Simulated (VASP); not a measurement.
The system is TiH2 (CdI2 type).

```
Ti H
1.0
     2.88784    0.00000    0.00000
    -1.44392    2.50094    0.00000
     0.00000    0.00000    4.62054
Ti H
1 2
Direct
  0.00000 0.00000 0.00000
  0.33333 0.66667 0.25000
  0.66667 0.33333 0.75000
```

- Program: VASP 6.6.1
- Task: relaxation of cell and atoms
- Functional: PBE
- Potentials or basis: VASP PAW PBE potentials, release 64 (Ti_sv, H)
- Cutoff: 600 eV
- k mesh: 16 × 16 × 9
- Occupations: fermi-dirac, width 0.03 eV
- Spin: no spin polarisation

At the start: pressure -8.6 GPa; volume 11.12 Å³/atom.

Q: How do energy, volume and symmetry change on relaxing?

A: Over 31 steps the energy falls by 50.4 meV/atom and the volume is 11.08 Å³/atom (-0.3 %); space group P-3m1 (No. 164, to 0.1 Å) before and after.

The path:
```csv
step,energy change (eV),largest force (eV/Å),pressure (GPa),volume (Å³)
1,0.0000,0.6973,-8.60,33.37
2,-0.1205,0.2813,-0.51,30.57
3,-0.1220,0.2230,0.69,30.24
4,-0.1291,0.1898,0.64,30.35
5,-0.1432,0.1000,0.32,30.66
6,-0.1440,0.0525,-0.42,31.26
7,-0.1480,0.0204,-0.09,30.98
8,-0.1481,0.0020,0.36,30.92
9,-0.1482,0.0022,0.34,30.93
10,-0.1483,0.0003,0.32,30.97
11,-0.1486,0.0082,0.36,31.10
12,-0.1490,0.0241,0.48,31.34
13,-0.1493,0.0066,0.08,31.53
14,-0.1493,0.0087,-0.27,31.70
15,-0.1494,0.0015,-0.13,31.62
16,-0.1494,0.0002,-0.14,31.60
17,-0.1494,0.0031,-0.02,31.57
18,-0.1494,0.0010,-0.05,31.59
19,-0.1494,0.0003,-0.06,31.59
20,-0.1495,0.0008,-0.07,31.63
21,-0.1497,0.0046,-0.11,31.74
22,-0.1501,0.0131,-0.15,31.97
23,-0.1504,0.0329,-0.18,32.41
24,-0.1506,0.0193,0.08,32.42
25,-0.1506,0.0188,0.12,32.42
26,-0.1506,0.0174,0.16,32.42
27,-0.1507,0.0144,0.14,32.49
28,-0.1510,0.0055,0.13,32.72
29,-0.1512,0.0117,0.18,33.16
30,-0.1510,0.0207,-0.48,33.49
31,-0.1513,0.0026,-0.02,33.25
```

Final structure:
```
Ti H
1.0
     2.82652    0.00000    0.00000
    -1.41326    2.44784    0.00000
     0.00000    0.00000    4.80635
Ti H
1 2
Direct
  0.00000 0.00000 0.00000
  0.33333 0.66667 0.21127
  0.66667 0.33333 0.78873
```
